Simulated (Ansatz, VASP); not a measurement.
# MgO: VASP beside Ansatz

The input INCAR:

```
PREC = Accurate
ENCUT = 520
EDIFF = 1E-7
ISMEAR = 0
SIGMA = 0.05
LREAL = False
LASPH = True
NELM = 80
ALGO = Normal
ISIF = 2
LWAVE = False
LCHARG = True
GGA = PE
LELF = True
LVHAR = True
NBANDS = 26
```

File KPOINTS:

```
Automatic mesh
0
Gamma
  9 9 2
```

File POSCAR:

```
MgO
1.0
    3.2805263433      0.0000000000      0.0000000000
   -1.6402631717      2.8410191511      0.0000000000
    0.0000000000      0.0000000000     10.5138967343
Mg O
4 4
Direct
    0.2275524241      0.5892296667      0.9694906392
    0.0737541461      0.0539917822      0.2208211786
   -0.0737541461     -0.0539917822      0.7208211786
    0.7724475759      0.4107703333      0.4694906392
    0.2535516105      0.6082623920      0.7800420079
    0.0967691703      0.0708399493      0.5296443544
   -0.0967691703     -0.0708399493      0.0296443544
    0.7464483895      0.3917376080      0.2800420079
```

Input for Ansatz:

```yaml
crystal:
  lattice:
    - [3.2805263433, 0.0, 0.0]
    - [-1.6402631717, 2.8410191511, 0.0]
    - [0.0, 0.0, 10.5138967343]
  atoms:
    - { symbol: Mg, position: [0.2275524241, 0.5892296667, 0.9694906392] }
    - { symbol: Mg, position: [0.0737541461, 0.0539917822, 0.2208211786] }
    - { symbol: Mg, position: [-0.0737541461, -0.0539917822, 0.7208211786] }
    - { symbol: Mg, position: [0.7724475759, 0.4107703333, 0.4694906392] }
    - { symbol: O, position: [0.2535516105, 0.608262392, 0.7800420079] }
    - { symbol: O, position: [0.0967691703, 0.0708399493, 0.5296443544] }
    - { symbol: O, position: [-0.0967691703, -0.0708399493, 0.0296443544] }
    - { symbol: O, position: [0.7464483895, 0.391737608, 0.2800420079] }
basis:
  ecutwfc: 520.0
kpoints:
  mp_grid: { grid: [9, 9, 2] }
hamiltonian:
  xc: pbe
  pseudopotentials: { kind: paw, azcp: { folder: soft_1 } }
scf:
  occupations: { method: gaussian, width: 0.05 }
output:
  forces: true
  stress: true
  eigenvalues: true
  write_density: true
  write_potential: true
  elf: true
  volumetric_format: npy
```

Change from the starting cell: mode 4 frozen in at -0.220 Å and mode 5 at -0.220 Å (largest displacements).

Alike in both runs: task single point; functional PBE; k mesh 9 × 9 × 2; occupations gaussian, width 0.05 eV; no spin polarisation.

|  | VASP | Ansatz |
| --- | --- | --- |
| version | VASP 6.6.1 | Ansatz 0.2.0 |
| potentials or method | VASP PAW PBE potentials, release 64 (Mg, O), cutoff 520 eV | scalar-relativistic, plane waves, PAW |
| valence electrons in the cell | 32 | 64 |

```tsv
	VASP	Ansatz	Ansatz less VASP
gap on the k mesh at the Fermi level (eV)	3.23	3.25	+0.020
least direct gap on the mesh (eV)	3.23	3.25	+0.020
pressure (GPa)	-1.1	-0.7	+0.43
traceless stress, the component that is largest in VASP (GPa)	-2.78	-2.74	+0.034
rms of the force components (eV/Å)	0.147	0.145	-0.0020
```

Atom by atom the forces differ by 0.002 eV/Å (rms over components). VASP's potentials hold 32 valence electrons a cell and Ansatz's 64, so a difference there can come from the potentials and not from the codes.
